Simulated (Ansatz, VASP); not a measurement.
Ir in VASP and in Ansatz

```
Ir
1.0
     2.71486    0.00000    0.00000
    -1.35743    2.35114    0.00000
     0.00000    0.00000    4.43337
Ir
2
Cartesian
  0.0000 1.5674 1.1083
  1.3574 0.7837 3.3250
```

Alike in both runs: task relaxation of cell and atoms; functional PBE; k mesh 13 × 13 × 7; occupations fermi-dirac, width 0.05 eV; collinear spin.

|  | VASP | Ansatz |
| --- | --- | --- |
| version | VASP 6.6.1 | Ansatz 0.2.0 |
| potentials or method | VASP PAW PBE potentials, release 64 (Ir), cutoff 600 eV | plane waves (420 eV) with PAW, scalar-relativistic |
| valence electrons in the cell | 18 | 34 |

|  | VASP | Ansatz | Ansatz less VASP |
| --- | --- | --- | --- |
| net moment per atom (μB) | 0.00 | 0.00 | 0.000 |
| relaxed volume (Å³/atom) | 14.59 | 14.57 | -0.022 |
| relaxed cell length with the largest relative difference (Å) | 4.464 | 4.462 | -0.0024 |

VASP's potentials hold 18 valence electrons a cell and Ansatz's 34, so a difference there can come from the potentials and not from the codes. Ansatz's warnings: seeded moment not kept.

Spin-orbit coupling is off throughout.
